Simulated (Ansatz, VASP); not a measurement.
# Ga2N: VASP beside Ansatz

Contents of INCAR:

```
ALGO = Normal
EDIFF = 1E-6
EDIFFG = -0.04
ENCUT = 600
GGA = PE
IBRION = 2
ISIF = 3
ISMEAR = 0
LASPH = True
LCHARG = False
LREAL = False
LWAVE = False
NELM = 60
NSW = 90
PREC = Accurate
SIGMA = 0.1
```

Contents of KPOINTS:

```
k-points
0
Gamma
  6 6 6
```

Contents of POSCAR:

```
Ga2N
1.0
    0.0000000000      3.0433669800      3.0433669800
    3.0433669800      0.0000000000      3.0433669800
    3.0433669800      3.0433669800      0.0000000000
Ga N
2 1
Direct
    0.2500000000      0.2500000000      0.2500000000
    0.7500000000      0.7500000000      0.7500000000
    0.5000000000      0.5000000000      0.5000000000
```

Input for Ansatz:

```yaml
crystal:
  lattice:
    - [0.0, 3.04336698, 3.04336698]
    - [3.04336698, 0.0, 3.04336698]
    - [3.04336698, 3.04336698, 0.0]
  atoms:
    - { symbol: Ga, position: [0.25, 0.25, 0.25] }
    - { symbol: Ga, position: [0.75, 0.75, 0.75] }
    - { symbol: "N", position: [0.5, 0.5, 0.5] }
basis:
  ecutwfc: 420
kpoints:
  mp_grid: { grid: [6, 6, 6] }
hamiltonian:
  xc: pbe
scf:
  occupations: { method: gaussian, width: 0.1 }
  lower_state_search: "off"
output:
  forces: true
  stress: true
  eigenvalues: true
relax:
  adjacent_minimum: "off"
  f_tol: 0.04
  max_steps: 70
  cell: { stress_tol: 0.4 }
```

Alike in both runs: task relaxation of cell and atoms; functional PBE; k mesh 6 × 6 × 6; occupations gaussian, width 0.1 eV; no spin polarisation.

```csv
,VASP,Ansatz
version,VASP 6.6.1,Ansatz 0.2.0
potentials or method,"VASP PAW PBE potentials, release 64 (Ga_d, N), cutoff 600 eV","scalar-relativistic, plane waves, PAW"
valence electrons in the cell,31,31
```

```csv
,VASP,Ansatz,Ansatz less VASP
"gap on the k mesh at the Fermi level, each at its own relaxed structure (eV)",none,none,-
relaxed volume (Å³/atom),15.29,15.31,+0.018
relaxed cell length with the largest relative difference (Å),4.018,4.020,+0.0016
```

A gap of «none» marks a metal or a gap that the smearing closes.

Noted on VASP's run: the volume moved by over 15 % at a fixed basis, so the end points are rough.
